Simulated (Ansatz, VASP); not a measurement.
BiSbTe2S: VASP beside Ansatz

```
Sb Bi Te S
1.0
     5.25387    0.00000    0.00000
     0.00000    5.25387    0.00000
     0.00000    0.00000    5.41808
Sb Bi Te S
1 1 2 1
Direct
  0.50000 0.50000 0.50000
  0.00000 0.00000 0.00000
  0.50000 0.00000 0.50000
  0.00000 0.50000 0.50000
  0.50000 0.50000 0.00000
```

Change from the starting cell: species swapped into the CsHgBrCl2 type (P4/mmm, No. 123).

Alike in both runs: task relaxation of cell and atoms; functional PBE; k mesh 4 × 4 × 4; occupations gaussian, width 0.1 eV; no spin polarisation.

|  | VASP | Ansatz |
| --- | --- | --- |
| version | VASP 6.6.1 | Ansatz 0.2.0 |
| potentials or method | VASP PAW PBE potentials, release 64 (Sb, Bi_d, Te, S), cutoff 600 eV | scalar-relativistic, plane waves, PAW |
| valence electrons in the cell | 38 | 68 |

Ansatz gave:

* gap on the k mesh at the Fermi level, each at its own relaxed structure (eV): none
* relaxed volume (Å³/atom): 32.78
* relaxed cell length with the largest relative difference (Å): 4.807

Estimate VASP's values.

gap on the k mesh at the Fermi level, each at its own relaxed structure (eV): none; relaxed volume (Å³/atom): 32.85; relaxed cell length with the largest relative difference (Å): 4.813.

A gap of «none» marks a metal or a gap that the smearing closes. VASP's potentials hold 38 valence electrons a cell and Ansatz's 68, so a difference there can come from the potentials and not from the codes.

Spin-orbit coupling is off throughout.
